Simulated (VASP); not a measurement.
# Nb (Im-3m) in VASP: a series of runs

Runs on Nb. Level: PBEsol. Tasks: relaxation of cell and atoms.

Program: VASP 6.6.1. These are calculated values, not measurements. Logs are shortened: lines on timing, memory, paths and dates and some standing lists are left out, and cuts for length are marked.

**1. The cell of the first run**

The structure is cubic, space group Im-3m (No. 229). The conventional cell has a = 3.330 Å, b = 3.330 Å, c = 3.330 Å, α = 90.00°, β = 90.00°, γ = 90.00°. Nb (site symmetry m-3m) has 14 Nb at 2.88 to 3.33 Å within 3.8 Å.

**2. Relaxation of cell and atoms, PBEsol, target pressure 10 GPa, at which the enthalpy is minimised**

File INCAR:

```
SYSTEM = Nb
  ALGO = Normal
  EDIFF = 1E-6
  EDIFFG = -0.02
  ENCUT = 600
  GGA = PS
  IBRION = 2
  ISIF = 3
  ISMEAR = 0
  LASPH = .True.
  LCHARG = .False.
  LREAL = .False.
  LWAVE = .False.
  NELM = 60
  NSW = 80
  PREC = Accurate
  PSTRESS = 100.0
  SIGMA = 0.05
```

File KPOINTS:

```
k-points
0
Gamma
  7 7 7
  0 0 0
```

File POSCAR:

```
Nb
1.0
    1.6650000000      1.6650000000      1.6650000000
   -1.6650000000      1.6650000000      1.6650000000
   -1.6650000000     -1.6650000000      1.6650000000
Nb
1
Direct
    0.0000000000      0.0000000000      0.0000000000
```

Potentials or basis: VASP PAW PBE potentials, release 64 (Nb_sv).

Command:

```sh
cat potpaw_PBE.64/Nb_sv/POTCAR > POTCAR
mpirun -np 1 vasp_std > vasp.out
```

OUTCAR:

```text
SYSTEM = Nb
   EDIFF = 1E-6
   EDIFFG = -0.02
   ENCUT = 600
   GGA = PS
   IBRION = 2
   ISIF = 3
   ISMEAR = 0
   LASPH = .True.
   LREAL = .False.
   NELM = 60
   NSW = 80
   PREC = Accurate
   PSTRESS = 100.0

 ion  position               nearest neighbor table
   1  0.000  0.000  0.000-

  LATTYP: Found a body centered cubic cell.
 ALAT       =     3.3300000000

  Lattice vectors:

 A1 = (   1.6650000000,  -1.6650000000,  -1.6650000000)
 A2 = (   1.6650000000,   1.6650000000,   1.6650000000)
 A3 = (  -1.6650000000,  -1.6650000000,   1.6650000000)

Analysis of symmetry for initial positions (statically):
=====================================================================
 Subroutine PRICEL returns:
 Original cell was already a primitive cell.

 Routine SETGRP: Setting up the symmetry group for a
 body centered cubic supercell.

 Subroutine GETGRP returns: Found 48 space group operations
 (whereof 48 operations were pure point group operations)
 out of a pool of 48 trial point group operations.

The static configuration has the point symmetry O_h .

Analysis of symmetry for dynamics (positions and initial velocities):
=====================================================================
 Subroutine PRICEL returns:
 Original cell was already a primitive cell.

 Routine SETGRP: Setting up the symmetry group for a
 body centered cubic supercell.

 Subroutine GETGRP returns: Found 48 space group operations
 (whereof 48 operations were pure point group operations)
 out of a pool of 48 trial point group operations.

The dynamic configuration has the point symmetry O_h .

 Subroutine INISYM returns: Found 48 space group operations
 (whereof 48 operations are pure point group operations),
 and found     1 'primitive' translations

----------------------------------------------------------------------------------------

                                     Primitive cell

  volume of cell :      18.4630

  direct lattice vectors                    reciprocal lattice vectors
     1.665000000  1.665000000  1.665000000     0.300300300  0.000000000  0.300300300
    -1.665000000  1.665000000  1.665000000    -0.300300300  0.300300300  0.000000000
    -1.665000000 -1.665000000  1.665000000     0.000000000 -0.300300300  0.300300300

  length of vectors
     2.883864595  2.883864595  2.883864595     0.424688757  0.424688757  0.424688757

  position of ions in fractional coordinates (direct lattice)
     0.000000000  0.000000000  0.000000000

  ion indices of the primitive-cell ions
   primitive index   ion index
                 1           1

----------------------------------------------------------------------------------------

 KPOINTS: k-points

Automatic generation of k-mesh.
 Grid dimensions read from file:
 generate k-points for:    7    7    7

 Generating k-lattice:

  Cartesian coordinates                     Fractional coordinates (reciprocal lattice)
     0.042900043  0.000000000  0.042900043     0.142857143  0.000000000  0.000000000
    -0.042900043  0.042900043  0.000000000     0.000000000  0.142857143  0.000000000
     0.000000000 -0.042900043  0.042900043     0.000000000  0.000000000  0.142857143

  Length of vectors
     0.060669822  0.060669822  0.060669822

  Shift w.r.t. Gamma in fractional coordinates (k-lattice)
     0.000000000  0.000000000  0.000000000

 Subroutine IBZKPT returns following result:
 ===========================================

 Found     20 irreducible k-points:

 Following reciprocal coordinates:
            Coordinates               Weight
  0.000000  0.000000  0.000000      1.000000
  0.142857  0.000000  0.000000     12.000000
  0.285714  0.000000  0.000000     12.000000
  0.428571  0.000000  0.000000     12.000000
  0.285714  0.142857 -0.000000     24.000000
  0.428571  0.142857  0.000000     48.000000
[... 12 lines left out ...]
 -0.428571  0.428571  0.285714      8.000000
  0.428571  0.428571  0.428571      6.000000
   k-points           NKPTS =     20   k-points in BZ     NKDIM =     20   number of bands    NBANDS=     10
   number of dos      NEDOS =    301   number of ions     NIONS =      1
   total plane-waves  NPLWV =  13824
   dimension x,y,z NGX =    24 NGY =   24 NGZ =   24
   dimension x,y,z NGXF=    48 NGYF=   48 NGZF=   48
   ions per type =               1
   NGX,Y,Z   is equivalent  to a cutoff of  13.84, 13.84, 13.84 a.u.
   NGXF,Y,Z  is equivalent  to a cutoff of  27.67, 27.67, 27.67 a.u.
 SYSTEM =  Nb
   PREC   = accura    normal or accurate (medium, high low for compatibility)
   ISTART =      0    job   : 0-new  1-cont  2-samecut
   ICHARG =      2    charge: 1-file 2-atom 10-const
   ISPIN  =      1    spin polarized calculation?
   LNONCOLLINEAR =      F non collinear calculations
   LSORBIT =      F    spin-orbit coupling
   LASPH  =      T    aspherical Exc in radial PAW
   ENCUT  =  600.0 eV  44.10 Ry    6.64 a.u.   5.76  5.76  5.76*2*pi/ulx,y,z
   NELM   =     60;   NELMIN=  2; NELMDL= -5     # of ELM steps
   EDIFF  = 0.1E-05   stopping-criterion for ELM
   LREAL  =      F    real-space projection
   EDIFFG = -.2E-01   stopping-criterion for IOM
   NSW    =     80    number of steps for IOM
   IBRION =      2    ionic relax: 0-MD 1-quasi-New 2-CG
   NFREE  =      1    steps in history (QN), initial steepest desc. (CG)
   ISIF   =      3    stress and relaxation
   ISYM   =      2    0-nonsym 1-usesym 2-fastsym
   POTIM  = 0.5000    time-step for ionic-motion
   TEBEG  =    0.0;   TEEND  =   0.0 temperature during run
   PSTRESS=  100.0 pullay stress
   NELECT =      13.0000    total number of electrons
   NUPDOWN=      -1.0000    fix difference up-down
   EMIN   =  10.00;   EMAX   =-10.00  energy-range for DOS
   EFERMI =   0.00;   METHOD = LEGACY
   ISMEAR =     0;   SIGMA  =   0.05  broadening in eV -4-tet -1-fermi 0-gaus
   EFERMI_NEDOS =   21; number of points for ismear=-14 and -15
   IALGO  =     38    algorithm
   IMIX   =      4    mixing-type and parameters
     AMIX     =   0.40;   BMIX     =  1.00
     AMIX_MAG =   1.60;   BMIX_MAG =  1.00
  volume/ion in A,a.u.               =      18.46       124.59
  Fermi-wavevector in a.u.,A,eV,Ry     =   1.456426  2.752246 28.860355  2.121176
  Thomas-Fermi vector in A             =   2.573345
   LORBIT       =      0    0 simple, 1 ext, 2 COOP (PROOUT), +10 PAW based schemes
   GGA     = PS    functional components
   LHFCALC =     F    Hartree Fock is set to
   AEXX    =    0.0000 exact exchange contribution
   IVDW    =     0    specifies the selected vdW correction
   LEPSILON=     F    determine dielectric tensor
   LRPA    =     F    only Hartree local field effects (RPA)
 conjugate gradient relaxation of ions
 non-spin polarized calculation
 Gauss-broadening in eV      SIGMA  =   0.05
  energy-cutoff  :      600.00
  volume of cell :       18.46
 maximum number of plane-waves:       631
   NGX = 11   NGY = 11   NGZ = 11

--------------------------------------- Ionic step        1  -------------------------------------------

 number of electron      12.9999999 magnetization

 Free energy of the ion-electron system (eV)
  ---------------------------------------------------
  ext. energy  EPLUGINS =         0.00000000
  ---------------------------------------------------
  free energy    TOTEN  =       -10.90067579 eV

  energy without entropy =      -10.89437774  energy(sigma->0) =      -10.89752676

------------------------ aborting loop because EDIFF is reached ----------------------------------------

  FORCE on cell =-STRESS in cart. coord.  units (eV):
  Direction    XX          YY          ZZ          XY          YZ          ZX
  --------------------------------------------------------------------------------------
  -------------------------------------------------------------------------------------
  Total       -0.9374245     -0.9374245     -0.9374245      0.0000000      0.0000000     -0.0000000
  in kB      -81.3474904    -81.3474904    -81.3474904      0.0000000      0.0000000     -0.0000000
  external PRESSURE =    -181.3474904 kB  Pullay stress =     100.0000000 kB

 VOLUME and BASIS-vectors are now :
 -----------------------------------------------------------------------------
  energy-cutoff  :      600.00
  volume of cell :       18.46
      direct lattice vectors                 reciprocal lattice vectors
     1.665000000  1.665000000  1.665000000     0.300300300  0.000000000  0.300300300
    -1.665000000  1.665000000  1.665000000    -0.300300300  0.300300300  0.000000000
    -1.665000000 -1.665000000  1.665000000     0.000000000 -0.300300300  0.300300300

 POSITION                                       TOTAL-FORCE (eV/Angst)
 -----------------------------------------------------------------------------------
      0.00000      0.00000      0.00000         0.000000      0.000000     -0.000000
 -----------------------------------------------------------------------------------
    total drift:                                0.000000      0.000000      0.000000

  FREE ENERGIE OF THE ION-ELECTRON SYSTEM (eV)
  ---------------------------------------------------
  free  energy   TOTEN  =       -10.9006757887 eV

  energy  without entropy=      -10.8943777371  energy(sigma->0) =      -10.89752676
[... 91 lines left out ...]
 VOLUME and BASIS-vectors are now :
 -----------------------------------------------------------------------------
  energy-cutoff  :      600.00
  volume of cell :       16.57
      direct lattice vectors                 reciprocal lattice vectors
     1.605886957  1.605886957  1.605886957     0.311354419  0.000000000  0.311354419
    -1.605886957  1.605886957  1.605886957    -0.311354419  0.311354419  0.000000000
    -1.605886957 -1.605886957  1.605886957     0.000000000 -0.311354419  0.311354419

 POSITION                                       TOTAL-FORCE (eV/Angst)
 -----------------------------------------------------------------------------------
      0.00000      0.00000      3.21177        -0.000000     -0.000000      0.000000
 -----------------------------------------------------------------------------------
    total drift:                                0.000000      0.000000     -0.000000

  FREE ENERGIE OF THE ION-ELECTRON SYSTEM (eV)
  ---------------------------------------------------
  free  energy   TOTEN  =       -10.8971665403 eV

  energy  without entropy=      -10.8903020064  energy(sigma->0) =      -10.89373427

  enthalpy is  TOTEN    =        -9.8632289594 eV   P V=        1.0339375808

--------------------------------------- Ionic step        5  -------------------------------------------

 number of electron      12.9999999 magnetization

 Free energy of the ion-electron system (eV)
  ---------------------------------------------------
  ext. energy  EPLUGINS =         0.00000000
  ---------------------------------------------------
  free energy    TOTEN  =       -10.89488779 eV

  energy without entropy =      -10.88819242  energy(sigma->0) =      -10.89154010

 E-fermi :  12.3150     XC(G=0): -13.0795

 val. band max:       12.2912649457   @ k =   0.4286   0.2857   0.1429
 cond. band min:      12.3202230701   @ k =   0.4286   0.1429   0.0000
 fundamental gap:      0.0289581243
 Fermi energy:        12.3150317369

 k-point     1 :       0.0000    0.0000    0.0000
  band No.  band energies     occupation
      1     -41.8829      2.00000
      2     -16.9849      2.00000
      3     -16.9849      2.00000
      4     -16.9849      2.00000
      5       6.1791      2.00000
      6      12.6233      0.00000
      7      12.6233      0.00000
      8      12.6233      0.00000
      9      15.8311      0.00000
     10      15.8311      0.00000

 k-point     2 :       0.1429    0.0000    0.0000
  band No.  band energies     occupation
      1     -41.8190      2.00000
      2     -17.3468      2.00000
      3     -17.0933      2.00000
      4     -16.9888      2.00000
      5       7.0509      2.00000
      6      12.0886      2.00000
      7      12.4188      0.00332
      8      13.5148      0.00000
      9      15.2274      0.00000
     10      15.8455      0.00000

 k-point     3 :       0.2857    0.0000    0.0000
  band No.  band energies     occupation
      1     -41.6724      2.00000
      2     -18.1113      2.00000
      3     -17.3293      2.00000
      4     -16.9979      2.00000
      5       8.4186      2.00000
      6      11.0973      2.00000
      7      12.3542      0.26787
      8      15.4261      0.00000
      9      15.9463      0.00000
     10      16.0940      0.00000
[... 232 lines left out ...]
 VOLUME and BASIS-vectors are now :
 -----------------------------------------------------------------------------
  energy-cutoff  :      600.00
  volume of cell :       16.53
      direct lattice vectors                 reciprocal lattice vectors
     1.604704695  1.604704695  1.604704695     0.311583808  0.000000000  0.311583808
    -1.604704695  1.604704695  1.604704695    -0.311583808  0.311583808  0.000000000
    -1.604704695 -1.604704695  1.604704695     0.000000000 -0.311583808  0.311583808

 POSITION                                       TOTAL-FORCE (eV/Angst)
 -----------------------------------------------------------------------------------
     -0.00000      0.00000      0.00000         0.000000      0.000000     -0.000000
 -----------------------------------------------------------------------------------
    total drift:                                0.000000      0.000000     -0.000000

  FREE ENERGIE OF THE ION-ELECTRON SYSTEM (eV)
  ---------------------------------------------------
  free  energy   TOTEN  =       -10.8948877861 eV

  energy  without entropy=      -10.8881924198  energy(sigma->0) =      -10.89154010

  enthalpy is  TOTEN    =        -9.8632320939 eV   P V=        1.0316556921

 reached required accuracy - stopping structural energy minimisation
```

It took 17 s on 1 thread of AMD EPYC 7R13 (Zen 3), shared host; peak memory 0.12 GiB.

What came out:

- Free energy: -10.8949 eV
- Relaxed volume: 16.53 Å³/atom
- Relaxed cell: a = 2.779 Å, b = 2.779 Å, c = 2.779 Å, α = 70.53°, β = 109.47°, γ = 70.53°
- Space group after relaxing (to 0.05 Å): Im-3m (No. 229)
- Energy change on relaxing (the enthalpy is what falls): +5.8 meV/atom
- Ionic steps: 5
- Pressure after relaxing: 10.2 GPa

Step by step:
| step | energy change (eV) | largest force (eV/Å) | pressure (GPa) | volume (Å³) |
| --- | --- | --- | --- | --- |
| 1 | 0.0000 | 0.0000 | -8.13 | 18.46 |
| 2 | 0.7032 | 0.0000 | 73.22 | 13.42 |
| 3 | 0.0001 | 0.0000 | 9.13 | 16.62 |
| 4 | 0.0035 | 0.0000 | 9.77 | 16.57 |
| 5 | 0.0058 | 0.0000 | 10.18 | 16.53 |

Final structure:
```yaml
crystal:
  lattice:
    - [1.60470, 1.60470, 1.60470]
    - [-1.60470, 1.60470, 1.60470]
    - [-1.60470, -1.60470, 1.60470]
  atoms:
    - { symbol: Nb, position: [0.00000, 0.00000, 0.00000] }
```

Caveat: the k points lie up to 0.40 Å⁻¹ apart in the final cell; the cell is relaxed towards a set pressure, so the enthalpy falls and the energy may rise; the PAW data sets were made with another functional, which shifts forces and pressure a little.

(Continued in part 2 of 2.)
